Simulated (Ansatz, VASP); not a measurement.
# Two plane-wave programs on Te

```
Te
1.0
    -1.92462    1.92462    1.92462
     1.92462   -1.92462    1.92462
     1.92462    1.92462   -1.92462
Te
1
Direct
  0.00000 0.00000 0.00000
```

Alike in both runs: task single point; functional r2SCAN; k mesh 13 × 13 × 13; occupations fermi-dirac, width 0.1 eV; no spin polarisation.

```csv
,VASP,Ansatz
version,VASP 6.6.1,Ansatz 0.2.0
potentials or method,"VASP PAW PBE potentials, release 64 (Te), cutoff 520 eV","plane waves (500 eV) with PAW, scalar-relativistic"
valence electrons in the cell,6,16
```

|  | VASP | Ansatz | Ansatz less VASP |
| --- | --- | --- | --- |
| pressure (GPa) | 0.0 | 0.1 | +0.05 |

VASP's potentials were made for PBE, not for r2SCAN. VASP's potentials hold 6 valence electrons a cell and Ansatz's 16, so a difference there can come from the potentials and not from the codes.

Spin-orbit coupling is off throughout.
